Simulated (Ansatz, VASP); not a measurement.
One calculation of Sr, two programs

File INCAR:

```
  ALGO = Normal
  EDIFF = 1E-8
  ENCUT = 520
  GGA = PE
  ISIF = 2
  ISMEAR = 1
  LASPH = True
  LCHARG = False
  LEFG = True
  LREAL = False
  LWAVE = False
  NBANDS = 17
  NELM = 80
  PREC = Accurate
  SIGMA = 0.001
```

File KPOINTS:

```
k-points
0
Gamma
  10 10 5
```

File POSCAR:

```
Sr
1.0
    4.3100002207      0.0000000000      0.0000000000
   -2.1550001104      3.7325696814      0.0000000000
    0.0000000000      0.0000000000      7.0500000000
Sr
2
Direct
    0.3333333333      0.6666666667      0.2613475177
    0.6666666667      0.3333333333      0.7500000000
```

Input for Ansatz:

```yaml
crystal:
  lattice:
    - [4.3100002207, 0.0, 0.0]
    - [-2.1550001104, 3.7325696814, 0.0]
    - [0.0, 0.0, 7.05]
  atoms:
    - { symbol: Sr, position: [0.3333333333, 0.6666666667, 0.2613475177] }
    - { symbol: Sr, position: [0.6666666667, 0.3333333333, 0.75] }
kpoints:
  mp_grid: { grid: [10, 10, 5] }
scf:
  occupations: { method: methfessel_paxton, width: 0.001 }
  n_extra_bands: 16
hamiltonian:
  xc: pbe
  pseudopotentials: { kind: all_electron, datasets: crystal }
output:
  forces: true
  stress: true
  eigenvalues: true
  efg: { contact_densities: true }
```

Alike in both runs: task electric field gradients; functional PBE; k mesh 10 × 10 × 5; occupations methfessel-paxton of order 1, width 0.001 eV; no spin polarisation.

|  | VASP | Ansatz |
| --- | --- | --- |
| version | VASP 6.6.1 | Ansatz 0.2.0 |
| potentials or method | VASP PAW PBE potentials, release 64 (Sr_sv), cutoff 520 eV | all-electron PAW with datasets made for the crystal, scalar-relativistic |

VASP gave:

| Property | Result |
| --- | --- |
| gap on the k mesh at the Fermi level (eV) | none |
| pressure (GPa) | -0.2 |
| traceless stress, the component that is largest in VASP (GPa) | 0.37 |
| rms of the force components (eV/Å) | 0.062 |

Problem. Which values does Ansatz return?

Solution. gap on the k mesh at the Fermi level (eV): none; pressure (GPa): -0.2; traceless stress, the component that is largest in VASP (GPa): 0.37; rms of the force components (eV/Å): 0.061.

Atom by atom the forces differ by 0.000 eV/Å (rms over components). A gap of «none» marks a metal or a gap that the smearing closes. Ansatz ran all-electron here, and VASP with PAW potentials.
